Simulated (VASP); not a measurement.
# Cs (P-1) in VASP: settings compared

Cs is run at these levels: PBEsol, PBE; tasks: single point.

All numbers are computed with VASP 6.6.1; they aren't measurements. Logs are shortened: lines on timing, memory, paths and dates and some standing lists are left out, and cuts for length are marked.

## 1. The cell of the first run

The typed cell holds 1 atom: a = 5.557 Å, b = 5.529 Å, c = 5.516 Å, α = 61.24°, β = 61.49°, γ = 60.91°.

## 2. Single point, PBEsol (the cell strained at random)

Input file INCAR:

```
PREC = Accurate
ENCUT = 520
EDIFF = 1E-6
ISMEAR = -1
SIGMA = 0.05
LREAL = F
LASPH = T
NELM = 60
ALGO = Fast
ISIF = 2
LWAVE = F
LCHARG = F
GGA = PS
NBANDS = 10
```

Input file KPOINTS:

```
regular mesh
0
Gamma
  6 6 6
```

Input file POSCAR:

```
Cs
1.0
   -0.0830200000      3.9091570000      3.9483260000
    3.8927700000     -0.0612560000      3.9265620000
    3.9027100000      3.8973340000     -0.0711970000
Cs
1
Direct
    0.0037580000      0.0101000000     -0.0040670000
```

Potentials or basis: VASP PAW PBE potentials, release 64 (Cs_sv).

The run is started by

```bash
$ cat potpaw_PBE.64/Cs_sv/POTCAR > POTCAR
$ mpirun -np 1 vasp_std > vasp.out
```

OUTCAR:

```text
PREC = Accurate
   ENCUT = 520
   EDIFF = 1E-6
   ISMEAR = -1
   LREAL = F
   LASPH = T
   NELM = 60
   ISIF = 2
   GGA = PS

 ion  position               nearest neighbor table
   1  0.004  0.010  0.996-

  LATTYP: Found a triclinic cell.
 ALAT       =     9.6737156691
 B/A-ratio  =     0.5815826596
 C/A-ratio  =     1.7110930884
 COS(alpha) =     0.0001158119
 COS(beta)  =     0.4720023658
 COS(gamma) =     0.8709971114

  Lattice vectors:

 A1 = (  -3.9126500000,  -7.8559240000,   4.0689560000)
 A2 = (  -0.0099400000,  -3.9585900000,   3.9977590000)
 A3 = ( -15.6739800000,  -3.7629990000,  -3.7624040000)

Analysis of symmetry for initial positions (statically):
=====================================================================
 Subroutine PRICEL returns:
 Original cell was already a primitive cell.

 Routine SETGRP: Setting up the symmetry group for a
 triclinic supercell.

 Subroutine GETGRP returns: Found  2 space group operations
 (whereof  1 operations were pure point group operations)
 out of a pool of  2 trial point group operations.

The static configuration has the point symmetry C_1 .
 The point group associated with its full space group is S_2 .

Analysis of symmetry for dynamics (positions and initial velocities):
=====================================================================
 Subroutine PRICEL returns:
 Original cell was already a primitive cell.

 Routine SETGRP: Setting up the symmetry group for a
 triclinic supercell.

 Subroutine GETGRP returns: Found  2 space group operations
 (whereof  1 operations were pure point group operations)
 out of a pool of  2 trial point group operations.

The dynamic configuration has the point symmetry C_1 .
 The point group associated with its full space group is S_2 .

 Subroutine INISYM returns: Found  2 space group operations
 (whereof  1 operations are pure point group operations),
 and found     1 'primitive' translations

----------------------------------------------------------------------------------------

                                     Primitive cell

  volume of cell :     123.1040

  direct lattice vectors                    reciprocal lattice vectors
    -0.083020000  3.909157000  3.948326000    -0.124275096  0.126733375  0.125182678
     3.892770000 -0.061256000  3.926562000     0.127260402 -0.125123958  0.126558535
[... 86 lines left out ...]
   NSW    =      0    number of steps for IOM
   IBRION =     -1    ionic relax: 0-MD 1-quasi-New 2-CG
   NFREE  =      0    steps in history (QN), initial steepest desc. (CG)
   ISIF   =      2    stress and relaxation
   ISYM   =      2    0-nonsym 1-usesym 2-fastsym
   POTIM  = 0.5000    time-step for ionic-motion
   TEBEG  =    0.0;   TEEND  =   0.0 temperature during run
   PSTRESS=    0.0 pullay stress
   NELECT =       9.0000    total number of electrons
   NUPDOWN=      -1.0000    fix difference up-down
   EMIN   =  10.00;   EMAX   =-10.00  energy-range for DOS
   EFERMI =   0.00;   METHOD = LEGACY
   ISMEAR =    -1;   SIGMA  =   0.05  broadening in eV -4-tet -1-fermi 0-gaus
   EFERMI_NEDOS =   21; number of points for ismear=-14 and -15
   IALGO  =     68    algorithm
   IMIX   =      4    mixing-type and parameters
     AMIX     =   0.40;   BMIX     =  1.00
     AMIX_MAG =   1.60;   BMIX_MAG =  1.00
  volume/ion in A,a.u.               =     123.10       830.75
  Fermi-wavevector in a.u.,A,eV,Ry     =   0.684539  1.293591  6.375606  0.468594
  Thomas-Fermi vector in A             =   1.764221
   LORBIT       =      0    0 simple, 1 ext, 2 COOP (PROOUT), +10 PAW based schemes
   GGA     = PS    functional components
   LHFCALC =     F    Hartree Fock is set to
   AEXX    =    0.0000 exact exchange contribution
   IVDW    =     0    specifies the selected vdW correction
   LEPSILON=     F    determine dielectric tensor
   LRPA    =     F    only Hartree local field effects (RPA)
 non-spin polarized calculation
 RMM-DIIS sequential band-by-band and
  energy-cutoff  :      520.00
  volume of cell :      123.10
 maximum number of plane-waves:      3335
 NGX is ok and might be reduce to    42
   NGX = 21   NGY = 21   NGZ = 21

 number of electron       9.0000000 magnetization

 Free energy of the ion-electron system (eV)
  ---------------------------------------------------
  ext. energy  EPLUGINS =         0.00000000
  ---------------------------------------------------
  free energy    TOTEN  =        -0.92882217 eV

  energy without entropy =       -0.91483036  energy(sigma->0) =       -0.92182627

 E-fermi :   0.1905     XC(G=0):  -5.3021

 val. band max:        0.1854909713   @ k =   0.0000   0.0000   0.5000
 cond. band min:       0.1943828444   @ k =  -0.0000   0.5000   0.0000
 fundamental gap:      0.0088918731
 Fermi energy:         0.1905360834

 k-point     1 :       0.0000    0.0000    0.0000
  band No.  band energies     occupation
      1     -23.6690      2.00000
      2     -10.4008      2.00000
      3     -10.3998      2.00000
      4     -10.3962      2.00000
      5      -1.3986      2.00000
      6       2.5602      0.00000
      7       2.6007      0.00000
      8       2.7381      0.00000
      9       3.6399      0.00000
     10       3.6951      0.00000
[... 287 lines left out ...]
 k-point    24 :       0.5000    0.0000    0.1667
  band No.  band energies     occupation
      1     -23.6645      2.00000
      2     -10.4948      2.00000
      3     -10.4284      2.00000
      4     -10.4181      2.00000
      5       0.2991      0.20456
      6       0.9992      0.00000
      7       2.0902      0.00000
      8       2.7725      0.00000
      9       3.7812      0.00000
     10       4.4358      0.00000

 [... further k-points ...]

------------------------ aborting loop because EDIFF is reached ----------------------------------------

  FORCE on cell =-STRESS in cart. coord.  units (eV):
  Direction    XX          YY          ZZ          XY          YZ          ZX
  --------------------------------------------------------------------------------------
  -------------------------------------------------------------------------------------
  Total       -0.1540359     -0.1534227     -0.1547272      0.0116113      0.0081548      0.0152579
  in kB       -2.0047509     -1.9967695     -2.0137474      0.1511189      0.1061333      0.1985786
  external PRESSURE =      -2.0050893 kB  Pullay stress =       0.0000000 kB

 VOLUME and BASIS-vectors are now :
 -----------------------------------------------------------------------------
  energy-cutoff  :      520.00
  volume of cell :      123.10
      direct lattice vectors                 reciprocal lattice vectors
    -0.083020000  3.909157000  3.948326000    -0.124275096  0.126733375  0.125182678
     3.892770000 -0.061256000  3.926562000     0.127260402 -0.125123958  0.126558535
     3.902710000  3.897334000 -0.071197000     0.126652303  0.127501196 -0.123573261

 POSITION                                       TOTAL-FORCE (eV/Angst)
 -----------------------------------------------------------------------------------
      3.92584      3.89556     -0.01641        -0.000000      0.000000     -0.000000
 -----------------------------------------------------------------------------------
    total drift:                               -0.000001      0.000001      0.000000

  FREE ENERGIE OF THE ION-ELECTRON SYSTEM (eV)
  ---------------------------------------------------
  free  energy   TOTEN  =        -0.9288221671 eV

  energy  without entropy=       -0.9148303638  energy(sigma->0) =       -0.92182627
```

Wall time 72 s (1 thread of Intel Xeon Platinum 8488C (Sapphire Rapids), shared host); peak memory 0.32 GiB.

What came out:

```
Free energy : -0.9288 eV
Pressure    : -0.2 GPa
```

Levels at points of the mesh, in eV from the Fermi level:
```csv
k point,band 2,band 3,band 4,band 5,band 6,band 7,band 8,band 9
"(0.00, 0.00, 0.00)",-10.59,-10.59,-10.59,-1.59,2.37,2.41,2.55,3.45
"(0.50, 0.00, 0.00)",-10.69,-10.60,-10.60,-0.02,0.70,2.26,2.41,4.16
"(0.00, 0.50, 0.00)",-10.70,-10.60,-10.60,0.00,0.72,2.23,2.41,4.17
"(0.50, 0.50, 0.00)",-10.69,-10.63,-10.62,0.33,1.12,1.32,3.78,3.98
"(0.00, 0.00, 0.50)",-10.70,-10.60,-10.60,-0.01,0.71,2.27,2.38,4.14
"(0.50, 0.00, 0.50)",-10.69,-10.63,-10.63,0.35,1.10,1.37,3.71,3.93
"(0.00, 0.50, 0.50)",-10.69,-10.63,-10.63,0.35,1.10,1.37,3.77,3.89
"(0.50, 0.50, 0.50)",-10.70,-10.61,-10.61,0.06,0.80,2.24,2.29,4.26
```

Caveat: the cell differs from its parent crystal (the cell strained at random); the PAW data sets were made with another functional, which shifts forces and pressure a little; spin-orbit coupling is left out, which moves the levels of the heavy elements.

## 3. Single point, PBEsol (the cell strained at random)

Input file INCAR:

```
SYSTEM = Cs
PREC = Accurate ; ENCUT = 520
EDIFF = 1E-7 ; ISMEAR = -1
SIGMA = 0.05 ; LREAL = .False.
LASPH = .True. ; NELM = 60
ALGO = Fast ; ISIF = 2
LWAVE = .False. ; LCHARG = .False.
GGA = PS ; NBANDS = 10
```

Input file KPOINTS:

```
Automatic mesh
0
Gamma
  6 6 6
  0 0 0
```

POSCAR is that of step 2.

Potentials or basis: VASP PAW PBE potentials, release 64 (Cs_sv).

The run is started by

```bash
$ cat potpaw_PBE.64/Cs_sv/POTCAR > POTCAR
$ mpirun -np 1 vasp_std > vasp.out
```

OUTCAR:

```text
SYSTEM = Cs
   PREC = Accurate
   ENCUT = 520
   EDIFF = 1E-7
   ISMEAR = -1
   LREAL = .False.
   LASPH = .True.
   NELM = 60
   ISIF = 2
   GGA = PS

 ion  position               nearest neighbor table
   1  0.004  0.010  0.996-

  LATTYP: Found a triclinic cell.
 ALAT       =     9.6737156691
 B/A-ratio  =     0.5815826596
 C/A-ratio  =     1.7110930884
 COS(alpha) =     0.0001158119
 COS(beta)  =     0.4720023658
 COS(gamma) =     0.8709971114

  Lattice vectors:

 A1 = (  -3.9126500000,  -7.8559240000,   4.0689560000)
 A2 = (  -0.0099400000,  -3.9585900000,   3.9977590000)
 A3 = ( -15.6739800000,  -3.7629990000,  -3.7624040000)

Analysis of symmetry for initial positions (statically):
=====================================================================
 Subroutine PRICEL returns:
 Original cell was already a primitive cell.

 Routine SETGRP: Setting up the symmetry group for a
 triclinic supercell.

 Subroutine GETGRP returns: Found  2 space group operations
 (whereof  1 operations were pure point group operations)
 out of a pool of  2 trial point group operations.

[... 169 lines left out ...]

 k-point     1 :       0.0000    0.0000    0.0000
  band No.  band energies     occupation
      1     -23.6707      2.00000
      2     -10.4023      2.00000
      3     -10.4013      2.00000
      4     -10.3977      2.00000
      5      -1.3986      2.00000
      6       2.5598      0.00000
      7       2.6004      0.00000
      8       2.7378      0.00000
      9       3.6394      0.00000
     10       3.6946      0.00000
[... 287 lines left out ...]
 k-point    24 :       0.5000    0.0000    0.1667
  band No.  band energies     occupation
      1     -23.6662      2.00000
      2     -10.4962      2.00000
      3     -10.4298      2.00000
      4     -10.4195      2.00000
      5       0.2991      0.20459
      6       0.9991      0.00000
      7       2.0900      0.00000
      8       2.7722      0.00000
      9       3.7809      0.00000
     10       4.4342      0.00000

 [... further k-points ...]

------------------------ aborting loop because EDIFF is reached ----------------------------------------

  FORCE on cell =-STRESS in cart. coord.  units (eV):
  Direction    XX          YY          ZZ          XY          YZ          ZX
  --------------------------------------------------------------------------------------
  -------------------------------------------------------------------------------------
  Total       -0.1459293     -0.1453163     -0.1466130      0.0115955      0.0081390      0.0152328
  in kB       -1.8992442     -1.8912667     -1.9081433      0.1509132      0.1059277      0.1982528
  external PRESSURE =      -1.8995514 kB  Pullay stress =       0.0000000 kB

 VOLUME and BASIS-vectors are now :
 -----------------------------------------------------------------------------
  energy-cutoff  :      520.00
  volume of cell :      123.10
      direct lattice vectors                 reciprocal lattice vectors
    -0.083020000  3.909157000  3.948326000    -0.124275096  0.126733375  0.125182678
     3.892770000 -0.061256000  3.926562000     0.127260402 -0.125123958  0.126558535
     3.902710000  3.897334000 -0.071197000     0.126652303  0.127501196 -0.123573261

 POSITION                                       TOTAL-FORCE (eV/Angst)
 -----------------------------------------------------------------------------------
      3.92584      3.89556     -0.01641         0.000000      0.000000      0.000000
 -----------------------------------------------------------------------------------
    total drift:                               -0.000001      0.000001      0.000000

  FREE ENERGIE OF THE ION-ELECTRON SYSTEM (eV)
  ---------------------------------------------------
  free  energy   TOTEN  =        -0.9288217811 eV

  energy  without entropy=       -0.9148293574  energy(sigma->0) =       -0.92182557
```

OSZICAR:

```text
N       E                     dE             d eps       ncg     rms          rms(c)
DAV:   1     0.545776438881E+02    0.54578E+02   -0.28915E+03  2240   0.619E+02
DAV:   2     0.497956907821E+01   -0.49598E+02   -0.48358E+02  2888   0.106E+02
DAV:   3    -0.837016661267E+00   -0.58166E+01   -0.58094E+01  2560   0.432E+01
DAV:   4    -0.927243520867E+00   -0.90227E-01   -0.90212E-01  2896   0.639E+00
DAV:   5    -0.927730851257E+00   -0.48733E-03   -0.48732E-03  3264   0.449E-01    0.125E-01
RMM:   6    -0.928133079163E+00   -0.40223E-03   -0.63782E-04  2407   0.135E-01    0.895E-02
RMM:   7    -0.928801892751E+00   -0.66881E-03   -0.31851E-03  2489   0.295E-01    0.253E-02
RMM:   8    -0.928818268953E+00   -0.16376E-04   -0.14897E-04  3191   0.794E-02    0.342E-03
RMM:   9    -0.928821176295E+00   -0.29073E-05   -0.27535E-05  3442   0.273E-02    0.212E-03
RMM:  10    -0.928822166954E+00   -0.99066E-06   -0.46157E-06  3416   0.127E-02    0.236E-03
RMM:  11    -0.928821799902E+00    0.36705E-06   -0.14615E-06  3481   0.571E-03    0.796E-04
RMM:  12    -0.928821781132E+00    0.18770E-07   -0.50215E-07  3309   0.352E-03
   1 F= -.92882178E+00 E0= -.92182557E+00  d E =-.139924E-01
```

stdout:

```text
POSCAR found type information on POSCAR Cs
 POSCAR found :  1 types and       1 ions
 scaLAPACK will be used
 -----------------------------------------------------------------------------
|                                                                             |
|                                                                             |
|     You enforced a specific xc type in the INCAR file but a different       |
|     I HOPE YOU KNOW WHAT YOU ARE DOING!                                     |
|                                                                             |
 -----------------------------------------------------------------------------

 LDA part: xc-table for (Slater+PW92), standard interpolation
 POSCAR, INCAR and KPOINTS ok, starting setup
 FFT: planning ... GRIDC
 FFT: planning ... GRID_SOFT
 FFT: planning ... GRID
 WAVECAR not read
 entering main loop
WARNING in EDDRMM: call to ZHEGV failed, returncode =   6  3      5
```

Run time: 5.7 min. Hardware: 1 thread of AMD EPYC 7R13, shared host; peak memory 0.3 GiB.

Results:

```yaml
Free_energy: -0.9288 eV
Pressure: -0.2 GPa
```

Levels at points of the mesh, in eV from the Fermi level:
```
           k point  band 1  band 2  band 3  band 4  band 5  band 6  band 7  band 8  band 9  band 10
(0.00, 0.00, 0.00)  -23.86  -10.59  -10.59  -10.59   -1.59    2.37    2.41    2.55    3.45     3.50
(0.50, 0.00, 0.00)  -23.86  -10.70  -10.60  -10.60   -0.02    0.70    2.26    2.41    4.16     4.27
(0.00, 0.50, 0.00)  -23.86  -10.70  -10.61  -10.60    0.00    0.72    2.23    2.41    4.17     4.20
(0.50, 0.50, 0.00)  -23.86  -10.69  -10.63  -10.63    0.33    1.12    1.32    3.78    3.98     4.22
(0.00, 0.00, 0.50)  -23.86  -10.70  -10.60  -10.60   -0.01    0.71    2.27    2.38    4.13     4.44
(0.50, 0.00, 0.50)  -23.86  -10.69  -10.63  -10.63    0.35    1.10    1.37    3.71    3.93     4.06
(0.00, 0.50, 0.50)  -23.86  -10.69  -10.63  -10.63    0.35    1.10    1.37    3.77    3.89     4.04
(0.50, 0.50, 0.50)  -23.86  -10.70  -10.61  -10.61    0.06    0.80    2.24    2.29    4.25     4.34
```

Caveat: the cell differs from its parent crystal (the cell strained at random); the PAW data sets were made with another functional, which shifts forces and pressure a little; spin-orbit coupling is left out, which moves the levels of the heavy elements.

## 4. Single point, PBE

Input file INCAR:

```
SYSTEM = Cs
  PREC = Accurate
  ENCUT = 520
  EDIFF = 1E-6
  ISMEAR = -1
  SIGMA = 0.025
  LREAL = .False.
  LASPH = .True.
  NELM = 80
  ALGO = Normal
  ISIF = 2
  LWAVE = .False.
  LCHARG = .False.
  GGA = PE
  NBANDS = 10
```

Input file KPOINTS:

```
regular mesh
0
Gamma
  4 4 4
  0 0 0
```

POSCAR is that of step 3.

The run is started by

```bash
$ cat potpaw_PBE.64/Cs_sv/POTCAR > POTCAR
$ mpirun -np 1 vasp_std > vasp.out
```

It took 57 s on 1 thread of Intel Xeon 6975P-C, shared host; peak memory 0.25 GiB.

Results (log left out):

```
Free energy : -0.8198 eV
Pressure    : -0.1 GPa
```

Levels at points of the mesh, in eV from the Fermi level:
| k point | band 1 | band 2 | band 3 | band 4 | band 5 | band 6 | band 7 | band 8 | band 9 |
| --- | --- | --- | --- | --- | --- | --- | --- | --- | --- |
| (0.00, 0.00, 0.00) | -23.99 | -10.75 | -10.75 | -10.74 | -1.72 | 2.23 | 2.27 | 2.40 | 3.30 |
| (0.50, 0.00, 0.00) | -23.99 | -10.85 | -10.76 | -10.76 | -0.15 | 0.56 | 2.12 | 2.27 | 3.99 |
| (0.00, 0.50, 0.00) | -23.99 | -10.85 | -10.76 | -10.76 | -0.13 | 0.59 | 2.09 | 2.27 | 4.01 |
| (0.50, 0.50, 0.00) | -23.99 | -10.85 | -10.79 | -10.78 | 0.20 | 0.97 | 1.19 | 3.66 | 3.83 |
| (0.00, 0.00, 0.50) | -23.99 | -10.85 | -10.76 | -10.76 | -0.14 | 0.58 | 2.13 | 2.24 | 3.97 |
| (0.50, 0.00, 0.50) | -23.99 | -10.85 | -10.79 | -10.78 | 0.22 | 0.95 | 1.24 | 3.59 | 3.81 |
| (0.00, 0.50, 0.50) | -23.99 | -10.85 | -10.79 | -10.78 | 0.22 | 0.96 | 1.23 | 3.64 | 3.77 |
| (0.50, 0.50, 0.50) | -23.99 | -10.86 | -10.77 | -10.76 | -0.07 | 0.67 | 2.10 | 2.15 | 4.07 |

Caveat: spin-orbit coupling is left out, which moves the levels of the heavy elements.
